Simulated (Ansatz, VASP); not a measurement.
SnSe: VASP beside Ansatz

```xyz
4
Lattice="4.2853 0.0000 0.0000 0.0000 4.2853 0.0000 0.0000 0.0000 10.9907" Properties=species:S:1:pos:R:3 pbc="T T T"
Sn    2.1427    0.0000    3.9911
Sn    0.0000    2.1427    6.7996
Se    2.1427    0.0000    6.7707
Se    0.0000    2.1427    4.2200
```

Change from the starting cell: all Sn atoms moved -0.100 Å, as atom 1 towards its neighbour atom 3 (Se) at 2.680 Å.

Alike in both runs: task single point; functional PBEsol; k mesh 6 × 6 × 4; occupations gaussian, width 0.05 eV; no spin polarisation.

```csv
,VASP,Ansatz
version,VASP 6.6.1,Ansatz 0.2.0
potentials or method,"VASP PAW PBE potentials, release 64 (Sn_d, Se), cutoff 520 eV","scalar-relativistic, plane waves, PAW"
valence electrons in the cell,40,60
```

```tsv
	VASP	Ansatz	Ansatz less VASP
gap on the k mesh at the Fermi level (eV)	1.37	1.38	+0.006
least direct gap on the mesh (eV)	1.39	1.39	+0.001
rms of the force components (eV/Å)	0.407	0.403	-0.0033
```

VASP's potentials were made for PBE, not for PBEsol. Atom by atom the forces differ by 0.010 eV/Å (rms over components). VASP's potentials hold 40 valence electrons a cell and Ansatz's 60, so a difference there can come from the potentials and not from the codes.
